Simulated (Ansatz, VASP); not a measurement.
One calculation of W, two programs

```xyz
1
Lattice="-1.5919 1.5919 1.5919 1.5919 -1.5919 1.5919 1.5919 1.5919 -1.5919" Properties=species:S:1:pos:R:3 pbc="T T T"
W     0.0000    0.0000    0.0000
```

Alike in both runs: functional PBE; k mesh 12 × 12 × 12; occupations gaussian, width 0.3 eV; no spin polarisation.

Ansatz relaxed the structure, and its values are those at the end. VASP's run is a single point on that final structure, the one shown.

|  | VASP | Ansatz |
| --- | --- | --- |
| version | VASP 6.6.1 | Ansatz 0.2.0 |
| potentials or method | VASP PAW PBE potentials, release 64 (W_sv) | scalar-relativistic, plane waves, PAW |
| plane-wave cutoff (eV) | 520 | 420 |
| valence electrons in the cell | 14 | 14 |

|  | VASP | Ansatz | Ansatz less VASP |
| --- | --- | --- | --- |
| gap on the k mesh at the Fermi level (eV) | none | none | - |
| pressure (GPa) | 0.5 | 0.0 | -0.50 |

A gap of «none» marks a metal or a gap that the smearing closes.

Spin-orbit coupling is off throughout.
